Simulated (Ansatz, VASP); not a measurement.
# Yb: VASP beside Ansatz

Contents of INCAR:

```
SYSTEM = Yb
PREC = Accurate
ENCUT = 520
EDIFF = 1E-7
ISMEAR = -1
SIGMA = 0.05
LREAL = .FALSE.
LASPH = .TRUE.
NELM = 150
ALGO = Fast
ISIF = 2
LWAVE = .FALSE.
LCHARG = .TRUE.
ISPIN = 2
MAGMOM = 1
LORBIT = 11
LMAXMIX = 6
GGA = CA
LELF = .TRUE.
LVHAR = .TRUE.
NBANDS = 22
```

The input KPOINTS:

```
regular mesh
0
G
  8 8 8
  0 0 0
```

POSCAR

```
Yb
1.0
    0.0000000000      2.6871026548      2.6871026548
    2.6871026548      0.0000000000      2.6871026548
    2.6871026548      2.6871026548      0.0000000000
Yb
1
Direct
    0.0000000000      0.0000000000      0.0000000000
```

input.yaml

```yaml
crystal:
  lattice:
    - [0.0, 2.6871026548, 2.6871026548]
    - [2.6871026548, 0.0, 2.6871026548]
    - [2.6871026548, 2.6871026548, 0.0]
  atoms:
    - { symbol: Yb, position: [0.0, 0.0, 0.0], spin: 1.0 }
kpoints:
  mp_grid: { grid: [8, 8, 8] }
scf:
  occupations: { method: fermi_dirac, width: 0.05 }
hamiltonian:
  xc: lda
  pseudopotentials: { kind: all_electron, lapw: { basis_error: 0.001 } }
magnetization:
  spin_polarized: true
output:
  forces: true
  stress: true
  eigenvalues: true
```

Change from the starting cell: volume scaled by 0.94.

Alike in both runs: task single point; functional LDA; k mesh 8 × 8 × 8; occupations fermi-dirac, width 0.05 eV; collinear spin.

|  | VASP | Ansatz |
| --- | --- | --- |
| version | VASP 6.6.1 | Ansatz 0.2.0 |
| potentials or method | VASP PAW PBE potentials, release 64 (Yb), cutoff 520 eV | all-electron LAPW, scalar-relativistic |

```csv
,VASP,Ansatz,Ansatz less VASP
gap on the k mesh at the Fermi level (eV),none,none,-
pressure (GPa),-4.2,-4.0,+0.12
net moment per atom (μB),0.00,0.00,0.000
```

VASP's potentials were made for PBE, not for LDA. LDA's correlation is that of Perdew and Zunger in VASP and of Perdew and Wang (1992) in Ansatz. A gap of «none» marks a metal or a gap that the smearing closes. Ansatz ran all-electron here, and VASP with PAW potentials.

Neither program's run includes spin-orbit coupling. Noted on Ansatz's run: the open f shell may have settled in a state that isn't the lowest.
